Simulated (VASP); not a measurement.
# NbAs (I4_1md) in VASP: single point with PBEsol+U

Aim: the single point of NbAs with PBEsol+U.

All numbers are computed with VASP 6.6.1; they aren't measurements. Logs are shortened: lines on timing, memory, paths and dates and some standing lists are left out, and cuts for length are marked.

## 1. The cell of the first run

Symmetry: I4_1md, No. 109, tetragonal system. Conventional cell: a = 3.452 Å, b = 3.452 Å, c = 11.680 Å, α = 90.00°, β = 90.00°, γ = 90.00°. Nb (site symmetry 2mm) has 6 As at 2.60 to 2.63 Å and 8 Nb at 3.39 to 3.45 Å within 3.5 Å. As (site symmetry 2mm) has 6 Nb at 2.60 to 2.63 Å and 8 As at 3.39 to 3.45 Å within 3.5 Å.

## 2. Single point, PBEsol+U

The input, POSCAR:

```
NbAs
1.0
   -1.7258500000      1.7258500000      5.8400000000
    1.7258500000     -1.7258500000      5.8400000000
    1.7258500000      1.7258500000     -5.8400000000
Nb As
2 2
Direct
    0.5000000000      0.0000000000      0.5000000000
    0.7500000000      0.7500000000      0.0000000000
    0.9160000000      0.4160000000      0.5000000000
    0.1660000000      0.1660000000      0.0000000000
```

The input, INCAR.step1:

```
ALGO     = Normal         # electronic algorithm
EDIFF    = 1E-6           # SCF threshold, eV
ENCUT    = 520            # plane-wave cutoff, eV
GGA      = PS             # functional
ISIF     = 2              # what is computed and relaxed
ISMEAR   = -1             # smearing method
LASPH    = True           # aspherical terms in the spheres
LCHARG   = True           # write CHGCAR
LDAU     = True           # DFT+U
LDAUJ    = 0 0          
LDAUL    = 2 -1           # shell
LDAUPRINT= 1            
LDAUTYPE = 2            
LDAUU    = 4 0            # U, eV
LMAXMIX  = 4              # l up to which the mixer works
LREAL    = False          # projectors in reciprocal space
LWAVE    = False          # write WAVECAR
NBANDS   = 26             # bands
NELM     = 150            # most SCF steps
PREC     = Accurate       # precision mode
SIGMA    = 0.05           # smearing width, eV
```

The input, KPOINTS.step1:

```
k-points
0
Gamma
  11 11 11
```

The input, INCAR.step2:

```
ALGO     = Normal         # electronic algorithm
EDIFF    = 1E-6           # SCF threshold, eV
ENCUT    = 520            # plane-wave cutoff, eV
GGA      = PS             # functional
ICHARG   = 11             # starting density
ISIF     = 2              # what is computed and relaxed
ISMEAR   = -5             # smearing method
LASPH    = True           # aspherical terms in the spheres
LCHARG   = False          # write CHGCAR
LDAU     = True           # DFT+U
LDAUJ    = 0 0          
LDAUL    = 2 -1           # shell
LDAUPRINT= 1            
LDAUTYPE = 2            
LDAUU    = 4 0            # U, eV
LMAXMIX  = 4              # l up to which the mixer works
LORBIT   = 11             # projections on sites
LREAL    = False          # projectors in reciprocal space
LWAVE    = False          # write WAVECAR
NEDOS    = 2001           # points of the DOS
NELM     = 150            # most SCF steps
PREC     = Accurate       # precision mode
SIGMA    = 0.05           # smearing width, eV
```

The input, KPOINTS.step2:

```
k-points
0
Gamma
  17 17 17
```

Potentials or basis: VASP PAW PBE potentials, release 64 (Nb_sv, As).

Run with:

```bash
> cat potpaw_PBE.64/Nb_sv/POTCAR potpaw_PBE.64/As/POTCAR > POTCAR
> cp INCAR.step1 INCAR
> cp KPOINTS.step1 KPOINTS
> mpirun -np 1 vasp_std > vasp.out
> cp INCAR.step2 INCAR
> cp KPOINTS.step2 KPOINTS
> mpirun -np 1 vasp_std > vasp.out
```

OUTCAR:

```text
EDIFF = 1E-6
   ENCUT = 520
   GGA = PS
   ICHARG = 11
   ISIF = 2
   ISMEAR = -5
   LASPH = True
   LORBIT = 11
   LREAL = False
   NELM = 150
   PREC = Accurate

 ion  position               nearest neighbor table
   1  0.500  0.000  0.500-   4 2.60   4 2.60   3 2.63   3 2.63   3 2.63   3 2.63
   2  0.750  0.750  0.000-   3 2.60   3 2.60   4 2.63   4 2.63   4 2.63   4 2.63
   3  0.916  0.416  0.500-   2 2.60   2 2.60   1 2.63   1 2.63   1 2.63   1 2.63
   4  0.166  0.166  0.000-   1 2.60   1 2.60   2 2.63   2 2.63   2 2.63   2 2.63

  LATTYP: Found a body centered tetragonal cell.
 ALAT       =     3.4517000000
 C/A-ratio  =     3.3838398470

  Lattice vectors:

 A1 = (  -1.7258500000,   1.7258500000,   5.8400000000)
 A2 = (   1.7258500000,  -1.7258500000,   5.8400000000)
 A3 = (   1.7258500000,   1.7258500000,  -5.8400000000)

Analysis of symmetry for initial positions (statically):
=====================================================================
 Subroutine PRICEL returns:
 Original cell was already a primitive cell.

 Routine SETGRP: Setting up the symmetry group for a
 body centered tetragonal supercell.

 Subroutine GETGRP returns: Found  8 space group operations
 (whereof  4 operations were pure point group operations)
 out of a pool of 16 trial point group operations.

The static configuration has the point symmetry C_2v.
 The point group associated with its full space group is C_4v.

Analysis of symmetry for dynamics (positions and initial velocities):
=====================================================================
 Subroutine PRICEL returns:
 Original cell was already a primitive cell.

 Routine SETGRP: Setting up the symmetry group for a
 body centered tetragonal supercell.

 Subroutine GETGRP returns: Found  8 space group operations
 (whereof  4 operations were pure point group operations)
 out of a pool of 16 trial point group operations.

The dynamic configuration has the point symmetry C_2v.
[... 198 lines left out ...]
  0.0000 -0.0000  0.0014 -0.0000  0.1981

 occupancies and eigenvectors

  o =  0.1980  v =  0.0000  0.0000 -0.0457  0.0000  0.9990  0.0000  0.0000  0.0000  0.0000  0.0000      0.0000  0.0000  0.0000  0.0000  0.0000  0.0000  0.0000  0.0000  0.0000  0.0000
  o =  0.1980  v =  0.0000  0.0000  0.0000  0.0000  0.0000  0.0000  0.0000 -0.0457  0.0000  0.9990      0.0000  0.0000  0.0000  0.0000  0.0000  0.0000  0.0000  0.0000  0.0000  0.0000
  o =  0.2157  v =  0.0000 -0.0000  0.0000 -1.0000  0.0000  0.0000  0.0000  0.0000  0.0000  0.0000      0.0000  0.0000  0.0000  0.0000  0.0000  0.0000  0.0000  0.0000  0.0000  0.0000
  o =  0.2157  v =  0.0000  0.0000  0.0000  0.0000  0.0000  0.0000 -0.0000  0.0000 -1.0000  0.0000      0.0000  0.0000  0.0000  0.0000  0.0000  0.0000  0.0000  0.0000  0.0000  0.0000
  o =  0.2232  v =  1.0000  0.0000  0.0000  0.0000  0.0000  0.0000  0.0000  0.0000  0.0000  0.0000      0.0000  0.0000  0.0000  0.0000  0.0000  0.0000  0.0000  0.0000  0.0000  0.0000
  o =  0.2232  v =  0.0000  0.0000  0.0000  0.0000  0.0000  1.0000  0.0000  0.0000  0.0000  0.0000      0.0000  0.0000  0.0000  0.0000  0.0000  0.0000  0.0000  0.0000  0.0000  0.0000
  o =  0.2249  v =  0.0000  0.0000  0.0000  0.0000  0.0000  0.0000 -1.0000  0.0000  0.0000  0.0000      0.0000  0.0000  0.0000  0.0000  0.0000  0.0000  0.0000  0.0000  0.0000  0.0000
  o =  0.2249  v =  0.0000 -1.0000  0.0000  0.0000  0.0000  0.0000  0.0000  0.0000  0.0000  0.0000      0.0000  0.0000  0.0000  0.0000  0.0000  0.0000  0.0000  0.0000  0.0000  0.0000
  o =  0.2287  v =  0.0000  0.0000  0.0000  0.0000  0.0000  0.0000  0.0000  0.9990  0.0000  0.0457      0.0000  0.0000  0.0000  0.0000  0.0000  0.0000  0.0000  0.0000  0.0000  0.0000
  o =  0.2287  v =  0.0000  0.0000  0.9990  0.0000  0.0457  0.0000  0.0000  0.0000  0.0000  0.0000      0.0000  0.0000  0.0000  0.0000  0.0000  0.0000  0.0000  0.0000  0.0000  0.0000

 number of electron      35.9999999 magnetization

 Free energy of the ion-electron system (eV)
  ---------------------------------------------------
  ext. energy  EPLUGINS =         0.00000000
  ---------------------------------------------------
  free energy    TOTEN  =       -27.93755457 eV

  energy without entropy =      -27.93755457  energy(sigma->0) =      -27.93755457

 E-fermi :   9.9667     XC(G=0): -11.9826

 val. band max:       10.0109844390   @ k =  -0.2941   0.4706   0.2941
 cond. band min:       9.9340606534   @ k =  -0.1176   0.4118   0.1176
 fundamental gap:     -0.0769237856
 Fermi energy:         9.9667452706

 k-point     1 :       0.0000    0.0000    0.0000
  band No.  band energies     occupation
      1     -46.0777      2.00000
      2     -46.0500      2.00000
      3     -22.2595      2.00000
      4     -22.1740      2.00000
      5     -22.1740      2.00000
      6     -22.0123      2.00000
[... 589 lines left out ...]
     21      12.1435      0.00000
     22      12.6258      0.00000

 [... further k-points ...]

------------------------ aborting loop because EDIFF is reached ----------------------------------------

  FORCE on cell =-STRESS in cart. coord.  units (eV):
  Direction    XX          YY          ZZ          XY          YZ          ZX
  --------------------------------------------------------------------------------------
  -------------------------------------------------------------------------------------
  Total        1.1777404      1.1777404      1.4682666      0.0000000      0.0000000      0.0000000
  in kB       27.1194718     27.1194718     33.8093315      0.0000000      0.0000000      0.0000000
  external PRESSURE =      29.3494250 kB  Pullay stress =       0.0000000 kB

 VOLUME and BASIS-vectors are now :
 -----------------------------------------------------------------------------
  energy-cutoff  :      520.00
  volume of cell :       69.58
      direct lattice vectors                 reciprocal lattice vectors
    -1.725850000  1.725850000  5.840000000     0.000000000  0.289712316  0.085616438
     1.725850000 -1.725850000  5.840000000     0.289712316  0.000000000  0.085616438
     1.725850000  1.725850000 -5.840000000     0.289712316  0.289712316  0.000000000

 POSITION                                       TOTAL-FORCE (eV/Angst)
 -----------------------------------------------------------------------------------
      0.00000      1.72585      0.00000        -0.000000      0.000000     -0.302944
      0.00000      0.00000      8.76000         0.000000     -0.000000     -0.302944
      0.00000      1.72585      4.85888        -0.000000     -0.000000      0.302944
      0.00000      0.00000      1.93888         0.000000      0.000000      0.302944
 -----------------------------------------------------------------------------------
    total drift:                               -0.000000     -0.000000      0.000824

  FREE ENERGIE OF THE ION-ELECTRON SYSTEM (eV)
  ---------------------------------------------------
  free  energy   TOTEN  =       -27.9375545673 eV

  energy  without entropy=      -27.9375545673  energy(sigma->0) =      -27.93755457

 total charge

# of ion       s       p       d       tot
------------------------------------------
    1        2.162   6.026   2.157  10.346
    2        2.162   6.026   2.157  10.346
    3        1.199   1.677   0.077   2.953
    4        1.199   1.677   0.077   2.953
--------------------------------------------------
tot          6.721  15.407   4.470  26.598
```

OUTCAR.step1:

```text
EDIFF = 1E-6
   ENCUT = 520
   GGA = PS
   ISIF = 2
[... 997 lines left out ...]
      0.00000      1.72585      0.00000        -0.000000      0.000000     -0.301238
      0.00000      0.00000      8.76000         0.000000     -0.000000     -0.301238
      0.00000      1.72585      4.85888         0.000000      0.000000      0.301238
      0.00000      0.00000      1.93888        -0.000000     -0.000000      0.301238
 -----------------------------------------------------------------------------------
    total drift:                               -0.000000     -0.000000      0.000181

  FREE ENERGIE OF THE ION-ELECTRON SYSTEM (eV)
  ---------------------------------------------------
  free  energy   TOTEN  =       -27.9360553678 eV

  energy  without entropy=      -27.9307061498  energy(sigma->0) =      -27.93338076
```

It took 44 min on 1 thread of Intel Xeon 8259CL, shared host; peak memory 0.75 GiB.

What came out:

```
Valence electrons inside the program's atomic spheres : Nb 10.35; As 2.95
```

Eigenvalues of the final occupation matrices:
| site | spin | trace | eigenvalues |
| --- | --- | --- | --- |
| site 1 d | 1 | 1.09 | 0.20 0.22 0.22 0.22 0.23 |
| site 1 d | 2 | 1.09 | 0.20 0.22 0.22 0.22 0.23 |
| site 2 d | 1 | 1.09 | 0.20 0.22 0.22 0.22 0.23 |
| site 2 d | 2 | 1.09 | 0.20 0.22 0.22 0.22 0.23 |

Caveat: the PAW data sets were made with another functional, which shifts forces and pressure a little; U without spin polarisation on a metal has little footing; the U is typed as a test and isn't derived for this compound.
